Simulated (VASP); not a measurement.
# InAs5 (P6/mmm) in VASP: notebook

The runs below take InAs5 through single point, relaxation of cell and atoms, with PBE.

Everything below comes from runs of VASP 6.6.1. Logs are shortened: lines on timing, memory, paths and dates and some standing lists are left out, and cuts for length are marked.

### Step 1. The cell of the first run

It takes space group P6/mmm (No. 191, hexagonal). Conventional cell: a = 5.890 Å, b = 5.890 Å, c = 4.969 Å, α = 90.00°, β = 90.00°, γ = 120.00°. In (site symmetry 6/mmm) has 18 As at 3.40 to 3.85 Å within 4.5 Å. Within 4.0 Å of As (site symmetry -6m2) lie 9 As at 3.01 to 3.40 Å and 3 In at 3.40 Å. As (site symmetry mmm) has 8 As at 2.95 to 3.01 Å and 4 In at 3.85 Å within 3.9 Å.

### Step 2. Single point, PBE

INCAR reads:

```
ALGO = Normal
EDIFF = 1E-6
ENCUT = 520
GGA = PE
ISIF = 2
ISMEAR = 0
LASPH = True
LCHARG = False
LREAL = False
LWAVE = False
NBANDS = 28
NELM = 60
PREC = Accurate
SIGMA = 0.1
```

KPOINTS reads:

```
k-points
0
Gamma
  3 3 4
```

POSCAR reads:

```
InAs5
1.0
    5.8902094200      0.0000000000      0.0000000000
   -2.9451047100      5.1010709900      0.0000000000
    0.0000000000      0.0000000000      4.9691065900
In As
1 5
Direct
    0.0000000000      0.0000000000      0.0000000000
    0.3333333300      0.6666666700      0.0000000000
    0.6666666700      0.3333333300      0.0000000000
    0.5000000000      0.0000000000      0.5000000000
    0.5000000000      0.5000000000      0.5000000000
    0.0000000000      0.5000000000      0.5000000000
```

Potentials or basis: VASP PAW PBE potentials, release 64 (In_d, As).

Launch:

```console
$ cat potpaw_PBE.64/In_d/POTCAR potpaw_PBE.64/As/POTCAR > POTCAR
$ mpirun -np 1 vasp_std > vasp.out
```

OUTCAR:

```text
EDIFF = 1E-6
   ENCUT = 520
   GGA = PE
   ISIF = 2
   ISMEAR = 0
   LASPH = True
   LREAL = False
   NELM = 60
   PREC = Accurate

 ion  position               nearest neighbor table
   1  0.000  0.000  0.000-   2 3.40   3 3.40   2 3.40   3 3.40   3 3.40   2 3.40
   2  0.333  0.667  0.000-   1 3.40   1 3.40   1 3.40
   3  0.667  0.333  0.000-   1 3.40   1 3.40   1 3.40
   4  0.500  0.000  0.500-
   5  0.500  0.500  0.500-
   6  0.000  0.500  0.500-

  LATTYP: Found a hexagonal cell.
 ALAT       =     5.8902094200
 C/A-ratio  =     0.8436213784

  Lattice vectors:

 A1 = (   5.8902094200,   0.0000000000,   0.0000000000)
 A2 = (  -2.9451047100,   5.1010709900,   0.0000000000)
 A3 = (   0.0000000000,   0.0000000000,   4.9691065900)

Analysis of symmetry for initial positions (statically):
=====================================================================
 Subroutine PRICEL returns:
 Original cell was already a primitive cell.

 Routine SETGRP: Setting up the symmetry group for a
 hexagonal supercell.

 Subroutine GETGRP returns: Found 24 space group operations
 (whereof 24 operations were pure point group operations)
 out of a pool of 24 trial point group operations.

The static configuration has the point symmetry D_6h.

Analysis of symmetry for dynamics (positions and initial velocities):
=====================================================================
 Subroutine PRICEL returns:
 Original cell was already a primitive cell.

 Routine SETGRP: Setting up the symmetry group for a
 hexagonal supercell.

 Subroutine GETGRP returns: Found 24 space group operations
 (whereof 24 operations were pure point group operations)
 out of a pool of 24 trial point group operations.

The dynamic configuration has the point symmetry D_6h.

 Subroutine INISYM returns: Found 24 space group operations
 (whereof 24 operations are pure point group operations),
 and found     1 'primitive' translations

----------------------------------------------------------------------------------------

                                     Primitive cell

  volume of cell :     149.3036

  direct lattice vectors                    reciprocal lattice vectors
     5.890209420  0.000000000  0.000000000     0.169773251  0.098018632  0.000000000
    -2.945104710  5.101070990  0.000000000     0.000000000  0.196037264  0.000000000
     0.000000000  0.000000000  4.969106590     0.000000000  0.000000000  0.201243419

  length of vectors
     5.890209420  5.890209419  4.969106590     0.196037264  0.196037264  0.201243419

  position of ions in fractional coordinates (direct lattice)
     0.000000000  0.000000000  0.000000000
     0.333333330  0.666666670  0.000000000
     0.666666670  0.333333330  0.000000000
     0.500000000  0.000000000  0.500000000
     0.500000000  0.500000000  0.500000000
     0.000000000  0.500000000  0.500000000

  ion indices of the primitive-cell ions
   primitive index   ion index
                 1           1
                 2           2
                 3           3
                 4           4
                 5           5
                 6           6

----------------------------------------------------------------------------------------

 KPOINTS: k-points

Automatic generation of k-mesh.
 Grid dimensions read from file:
 generate k-points for:    3    3    4

 Generating k-lattice:

  Cartesian coordinates                     Fractional coordinates (reciprocal lattice)
     0.056591084  0.032672877  0.000000000     0.333333333 -0.000000000  0.000000000
     0.000000000  0.065345755  0.000000000     0.000000000  0.333333333  0.000000000
     0.000000000  0.000000000  0.050310855     0.000000000  0.000000000  0.250000000

  Length of vectors
     0.065345755  0.065345755  0.050310855

  Shift w.r.t. Gamma in fractional coordinates (k-lattice)
     0.000000000  0.000000000  0.000000000

 Subroutine IBZKPT returns following result:
 ===========================================

 Found      9 irreducible k-points:

 Following reciprocal coordinates:
            Coordinates               Weight
  0.000000  0.000000  0.000000      1.000000
  0.333333  0.000000  0.000000      6.000000
  0.333333  0.333333  0.000000      2.000000
  0.000000  0.000000  0.250000      2.000000
  0.333333  0.000000  0.250000     12.000000
  0.333333  0.333333  0.250000      4.000000
  0.000000  0.000000  0.500000      1.000000
  0.333333  0.000000  0.500000      6.000000
  0.333333  0.333333  0.500000      2.000000
   k-points           NKPTS =      9   k-points in BZ     NKDIM =      9   number of bands    NBANDS=     28
   number of dos      NEDOS =    301   number of ions     NIONS =      6
   total plane-waves  NPLWV =  92160
   dimension x,y,z NGX =    48 NGY =   48 NGZ =   40
   dimension x,y,z NGXF=    96 NGYF=   96 NGZF=   80
   ions per type =               1   5
   NGX,Y,Z   is equivalent  to a cutoff of  13.55, 13.55, 13.38 a.u.
[... 33 lines left out ...]
  Fermi-wavevector in a.u.,A,eV,Ry     =   1.037479  1.960551 14.644797  1.076362
  Thomas-Fermi vector in A             =   2.171918
   LORBIT       =      0    0 simple, 1 ext, 2 COOP (PROOUT), +10 PAW based schemes
   GGA     = PE    functional components
   LHFCALC =     F    Hartree Fock is set to
   AEXX    =    0.0000 exact exchange contribution
   IVDW    =     0    specifies the selected vdW correction
   LEPSILON=     F    determine dielectric tensor
   LRPA    =     F    only Hartree local field effects (RPA)
 non-spin polarized calculation
 Gauss-broadening in eV      SIGMA  =   0.10
  energy-cutoff  :      520.00
  volume of cell :      149.30
 maximum number of plane-waves:      4050
 NGX is ok and might be reduce to    48
   NGX = 21   NGY = 21   NGZ = 19

 number of electron      38.0000004 magnetization

 Free energy of the ion-electron system (eV)
  ---------------------------------------------------
  ext. energy  EPLUGINS =         0.00000000
  ---------------------------------------------------
  free energy    TOTEN  =       -23.06044636 eV

  energy without entropy =      -23.03152545  energy(sigma->0) =      -23.04598591

 E-fermi :   4.7109     XC(G=0):  -9.6334

 val. band max:        4.7078345061   @ k =   0.0000   0.0000   0.5000
 cond. band min:       4.7466144803   @ k =   0.3333   0.3333   0.0000
 fundamental gap:      0.0387799742
 Fermi energy:         4.7108729593

 k-point     1 :       0.0000    0.0000    0.0000
  band No.  band energies     occupation
      1      -9.6557      2.00000
      2      -9.6184      2.00000
      3      -9.6184      2.00000
      4      -9.5828      2.00000
      5      -9.5828      2.00000
      6      -9.0166      2.00000
[... 20 lines left out ...]
     27       9.6019      0.00000
     28      10.1069      0.00000

 k-point     2 :       0.3333    0.0000    0.0000
  band No.  band energies     occupation
      1      -9.6461      2.00000
      2      -9.6195      2.00000
      3      -9.6187      2.00000
      4      -9.5908      2.00000
      5      -9.5787      2.00000
      6      -8.5901      2.00000
[... 20 lines left out ...]
     27       8.2387      0.00000
     28       9.4077      0.00000

 k-point     3 :       0.3333    0.3333    0.0000
  band No.  band energies     occupation
      1      -9.6424      2.00000
      2      -9.6195      2.00000
      3      -9.6195      2.00000
      4      -9.5870      2.00000
      5      -9.5870      2.00000
      6      -7.8862      2.00000
[... 20 lines left out ...]
     27       8.1181      0.00000
     28       8.7072      0.00000

 k-point     4 :       0.0000    0.0000    0.2500
  band No.  band energies     occupation
      1      -9.6503      2.00000
      2      -9.6201      2.00000
      3      -9.6201      2.00000
      4      -9.5818      2.00000
      5      -9.5818      2.00000
      6      -8.7135      2.00000
[... 113 lines left out ...]
     27       8.5945      0.00000
     28       9.4707      0.00000

 k-point     8 :       0.3333    0.0000    0.5000
  band No.  band energies     occupation
      1      -9.6387      2.00000
      2      -9.6289      2.00000
      3      -9.6229      2.00000
      4      -9.5863      2.00000
      5      -9.5778      2.00000
      6      -7.7167      2.00000
[... 20 lines left out ...]
     27       8.0727      0.00000
     28       8.4006      0.00000

 k-point     9 :       0.3333    0.3333    0.5000
  band No.  band energies     occupation
      1      -9.6352      2.00000
      2      -9.6275      2.00000
      3      -9.6275      2.00000
      4      -9.5831      2.00000
      5      -9.5831      2.00000
      6      -7.0005      2.00000
[... 20 lines left out ...]
     27       7.9283      0.00000
     28       8.9148      0.00000

------------------------ aborting loop because EDIFF is reached ----------------------------------------

  FORCE on cell =-STRESS in cart. coord.  units (eV):
  Direction    XX          YY          ZZ          XY          YZ          ZX
  --------------------------------------------------------------------------------------
  -------------------------------------------------------------------------------------
  Total       -4.2186319     -4.2186319     -2.6440716      0.0000000      0.0000000      0.0000000
  in kB      -45.2701356    -45.2701355    -28.3735307      0.0000000      0.0000000      0.0000000
  external PRESSURE =     -39.6379339 kB  Pullay stress =       0.0000000 kB

 VOLUME and BASIS-vectors are now :
 -----------------------------------------------------------------------------
  energy-cutoff  :      520.00
  volume of cell :      149.30
      direct lattice vectors                 reciprocal lattice vectors
     5.890209420  0.000000000  0.000000000     0.169773251  0.098018632  0.000000000
    -2.945104710  5.101070990  0.000000000     0.000000000  0.196037264  0.000000000
     0.000000000  0.000000000  4.969106590     0.000000000  0.000000000  0.201243419

 POSITION                                       TOTAL-FORCE (eV/Angst)
 -----------------------------------------------------------------------------------
      0.00000      0.00000      0.00000         0.000000      0.000000      0.000000
     -0.00000      3.40071      0.00000        -0.000000      0.000000      0.000000
      2.94510      1.70036      0.00000         0.000000     -0.000000      0.000000
      2.94510      0.00000      2.48455         0.000000      0.000000      0.000000
      1.47255      2.55054      2.48455         0.000000      0.000000      0.000000
     -1.47255      2.55054      2.48455         0.000000      0.000000      0.000000
 -----------------------------------------------------------------------------------
    total drift:                                0.000000     -0.000000     -0.000000

  FREE ENERGIE OF THE ION-ELECTRON SYSTEM (eV)
  ---------------------------------------------------
  free  energy   TOTEN  =       -23.0604463575 eV

  energy  without entropy=      -23.0315254540  energy(sigma->0) =      -23.04598591
```

Wall time 47 s (1 thread of Intel Xeon 6975P-C, shared host); peak memory 0.29 GiB.

Results:

```
Free energy            : -23.0604 eV
Pressure               : -4.0 GPa
Band gap on the k mesh : zero (band 19 reaches 4.82 eV, above the bottom of band 20 at 3.94 eV)
```

Caveat: the k points lie up to 0.41 Å⁻¹ apart; spin-orbit coupling is left out, which moves the levels of the heavy elements.

### Step 3. Single point, PBE

This run uses another cell than the first one, of 22.19 Å³/atom, 0.892 times its volume.

INCAR reads:

```
SYSTEM = InAs5
PREC = Accurate
ENCUT = 520
EDIFF = 1E-6
ISMEAR = 0
SIGMA = 0.1
LREAL = .FALSE.
LASPH = .TRUE.
NELM = 80
ALGO = Normal
ISIF = 2
LWAVE = .FALSE.
LCHARG = .FALSE.
GGA = PE
NBANDS = 28
```

KPOINTS reads:

```
regular mesh
0
G
  6 6 8
  0 0 0
```

POSCAR reads:

```
InAs5
1.0
    5.5133431925      0.0000000000      0.0000000000
   -2.7566715963      4.7746952645      0.0000000000
    0.0000000000      0.0000000000      5.0585937980
In As
1 5
Direct
    0.0000000000      0.0000000000      0.0000000000
    0.3333333333      0.6666666667      0.0000000000
    0.6666666667      0.3333333333      0.0000000000
    0.5000000000      0.0000000000      0.5000000000
    0.5000000000      0.5000000000      0.5000000000
    0.0000000000      0.5000000000      0.5000000000
```

Potentials or basis: VASP PAW PBE potentials, release 64 (In_d, As).

Launch:

```console
$ cat potpaw_PBE.64/In_d/POTCAR potpaw_PBE.64/As/POTCAR > POTCAR
$ mpirun -np 1 vasp_std > vasp.out
```

It took 2 min on 1 thread of Intel Xeon 6975P-C, shared host; peak memory 0.32 GiB.

The run converged. Its results:

```
Free energy            : -23.6230 eV
Pressure               : 0.1 GPa
Band gap on the k mesh : zero (band 19 reaches 6.17 eV, above the bottom of band 20 at 5.04 eV)
```

Levels at points of the mesh, in eV from the Fermi level:
```tsv
k point	band 17	band 18	band 19	band 20	band 21	band 22
(0.00, 0.00, 0.00)	-2.21	-1.54	-0.60	-0.60	-0.17	-0.17
(0.50, 0.00, 0.00)	-1.24	-1.11	-0.79	-0.66	0.98	1.40
(0.00, 0.00, 0.50)	-1.92	-1.92	-0.96	-0.66	0.69	2.01
(0.50, 0.00, 0.50)	-0.84	-0.45	-0.43	0.68	0.69	0.86
```

Caveat: spin-orbit coupling is left out, which moves the levels of the heavy elements.

### Step 4. Single point, PBE

This run uses another cell than the first one, of 22.25 Å³/atom, 0.894 times its volume.

INCAR reads:

```
SYSTEM = InAs5
ALGO = Normal ; EDIFF = 1E-6
ENCUT = 520 ; GGA = PE
ISIF = 2 ; ISMEAR = 0
LASPH = .TRUE. ; LCHARG = .TRUE.
LELF = .TRUE. ; LREAL = .FALSE.
LVHAR = .TRUE. ; LWAVE = .FALSE.
NBANDS = 28 ; NELM = 100
PREC = Accurate ; SIGMA = 0.1
```

KPOINTS reads:

```
k-points
0
G
  12 12 8
  0 0 0
```

Edit POSCAR of step 3 so:

```diff
@@ -2,5 +2,5 @@
 1.0
-    5.5133431925      0.0000000000      0.0000000000
-   -2.7566715963      4.7746952645      0.0000000000
-    0.0000000000      0.0000000000      5.0585937980
+    5.5104324379      0.0000000000      0.0000000000
+   -2.7552162190      4.7721744771      0.0000000000
+    0.0000000000      0.0000000000      5.0757099225
 In As
```

Launch:

```console
$ cat potpaw_PBE.64/In_d/POTCAR potpaw_PBE.64/As/POTCAR > POTCAR
$ mpirun -np 1 vasp_std > vasp.out
```

It took 5.4 min on 1 thread of Intel Xeon 6975P-C, shared host; peak memory 0.46 GiB.

Results (log left out):

- Free energy: -23.5259 eV
- Pressure: 0.0 GPa
- Band gap on the k mesh: zero (band 19 reaches 6.16 eV, above the bottom of band 20 at 4.98 eV)

Levels at points of the mesh, in eV from the Fermi level:
```csv
k point,band 16,band 17,band 18,band 19,band 20,band 21,band 22,band 23
"(0.00, 0.00, 0.00)",-2.23,-2.23,-1.53,-0.63,-0.63,-0.21,-0.21,3.09
"(0.50, 0.00, 0.00)",-1.84,-1.27,-1.13,-0.82,-0.71,0.95,1.37,1.53
"(0.00, 0.00, 0.50)",-3.32,-1.92,-1.92,-1.05,-0.71,0.66,1.96,3.06
"(0.50, 0.00, 0.50)",-1.33,-0.86,-0.51,-0.50,0.63,0.63,0.88,1.20
```

Caveat: spin-orbit coupling is left out, which moves the levels of the heavy elements.

### Step 5. Relaxation of cell and atoms, PBE

INCAR reads:

```
ALGO     = Normal         # electronic algorithm
EDIFF    = 1E-7           # SCF threshold, eV
EDIFFG   = -0.01          # ionic threshold
ENCUT    = 600            # plane-wave cutoff, eV
GGA      = PE             # functional
IBRION   = 2              # ionic algorithm
ISIF     = 3              # what is computed and relaxed
ISMEAR   = 0              # smearing method
LASPH    = True           # aspherical terms in the spheres
LCHARG   = False          # write CHGCAR
LREAL    = False          # projectors in reciprocal space
LWAVE    = False          # write WAVECAR
NELM     = 60             # most SCF steps
NSW      = 100            # ionic steps
PREC     = Accurate       # precision mode
SIGMA    = 0.1            # smearing width, eV
```

KPOINTS reads:

```
k-points
0
Gamma
  6 6 8
```

POSCAR reads:

```
InAs5
1.0
    5.8902094200      0.0000000000      0.0000000000
   -2.9451047100      5.1010709900      0.0000000000
    0.0000000000      0.0000000000      4.9691065900
In As
1 5
Direct
    0.0000000000      0.0000000000      0.0000000000
    0.3333333300      0.6666666700      0.0000000000
    0.6666666700      0.3333333300      0.0000000000
    0.5000000000      0.0000000000      0.5000000000
    0.5000000000      0.5000000000      0.5000000000
    0.0000000000      0.5000000000      0.5000000000
```

Launch:

```console
$ cat potpaw_PBE.64/In_d/POTCAR potpaw_PBE.64/As/POTCAR > POTCAR
$ mpirun -np 1 vasp_std > vasp.out
```

It took 20 min on 1 thread of Intel Xeon 6975P-C, shared host; peak memory 0.4 GiB.

Results (log left out):

- Free energy: -23.6237 eV
- Relaxed volume: 22.22 Å³/atom
- Relaxed cell: a = 5.516 Å, b = 5.516 Å, c = 5.060 Å, α = 90.00°, β = 90.00°, γ = 120.00°
- Space group after relaxing (to 0.05 Å): P6/mmm (No. 191)
- Energy gained by relaxing: 55.4 meV/atom
- Ionic steps: 10
- Pressure after relaxing: 0.0 GPa
- Band gap on the k mesh: zero (band 19 reaches 6.16 eV, above the bottom of band 20 at 5.03 eV)

Step by step:
| step | energy change (eV) | largest force (eV/Å) | pressure (GPa) | volume (Å³) |
| --- | --- | --- | --- | --- |
| 1 | 0.0000 | 0.0000 | -4.71 | 149.30 |
| 2 | -0.2335 | 0.0000 | 0.34 | 134.04 |
| 3 | -0.2342 | 0.0000 | 0.02 | 134.76 |
| 4 | -0.2447 | 0.0000 | 0.05 | 134.54 |
| 5 | -0.2911 | 0.0000 | 0.11 | 133.84 |
| 6 | -0.3222 | 0.0000 | 0.52 | 132.21 |
| 7 | -0.3314 | 0.0000 | 0.23 | 132.86 |
| 8 | -0.3318 | 0.0000 | 0.27 | 132.75 |
| 9 | -0.3303 | 0.0000 | -0.50 | 134.44 |
| 10 | -0.3322 | 0.0000 | 0.01 | 133.31 |

Final structure:
```cif
data_structure
_symmetry_space_group_name_H-M 'P 1'
_symmetry_Int_Tables_number 1
_cell_length_a 5.5159
_cell_length_b 5.5159
_cell_length_c 5.0595
_cell_angle_alpha 90.000
_cell_angle_beta 90.000
_cell_angle_gamma 120.000
_cell_volume 133.31
loop_
_atom_site_label
_atom_site_type_symbol
_atom_site_fract_x
_atom_site_fract_y
_atom_site_fract_z
_atom_site_occupancy
In1 In 0.00000 0.00000 0.00000 1
As1 As 0.33333 0.66667 0.00000 1
As2 As 0.66667 0.33333 0.00000 1
As3 As 0.50000 0.00000 0.50000 1
As4 As 0.50000 0.50000 0.50000 1
As5 As 0.00000 0.50000 0.50000 1
```

Levels at points of the mesh, in eV from the Fermi level:
| k point | band 16 | band 17 | band 18 | band 19 | band 20 | band 21 | band 22 | band 23 |
| --- | --- | --- | --- | --- | --- | --- | --- | --- |
| (0.00, 0.00, 0.00) | -2.21 | -2.21 | -1.54 | -0.60 | -0.60 | -0.17 | -0.17 | 3.13 |
| (0.50, 0.00, 0.00) | -1.83 | -1.24 | -1.11 | -0.79 | -0.66 | 0.99 | 1.40 | 1.58 |
| (0.00, 0.00, 0.50) | -3.31 | -1.92 | -1.92 | -0.96 | -0.65 | 0.69 | 2.01 | 3.14 |
| (0.50, 0.00, 0.50) | -1.29 | -0.85 | -0.45 | -0.43 | 0.68 | 0.70 | 0.86 | 1.27 |

Caveat: spin-orbit coupling is left out, which moves the levels of the heavy elements.

### Step 6. The runs side by side

```csv
task,cell,k mesh,cutoff (eV),gap on the mesh (eV),pressure (GPa)
single point,"a = 5.890, b = 5.890, c = 4.969 Å, angles 90.0, 90.0, 120.0°, 6 atoms",3 × 3 × 4,520,none,-4.0
single point,"a = 5.513, b = 5.513, c = 5.059 Å, angles 90.0, 90.0, 120.0°, 6 atoms",6 × 6 × 8,520,none,0.1
single point,"a = 5.510, b = 5.510, c = 5.076 Å, angles 90.0, 90.0, 120.0°, 6 atoms",12 × 12 × 8,520,none,0.0
relaxation of cell and atoms,"relaxed from a = 5.890, b = 5.890, c = 4.969 Å, angles 90.0, 90.0, 120.0°, 6 atoms",6 × 6 × 8,600,none,0.0
```

Alike in all rows: level PBE; potentials or basis VASP PAW PBE potentials, release 64 (In_d, As); no spin polarisation; smearing gaussian 0.1 eV.

Caveats: some runs use coarse meshes; spin-orbit coupling is left out, which moves the levels of the heavy elements.

Total energies depend on the potentials used, so only differences within one code and one set of settings carry meaning.
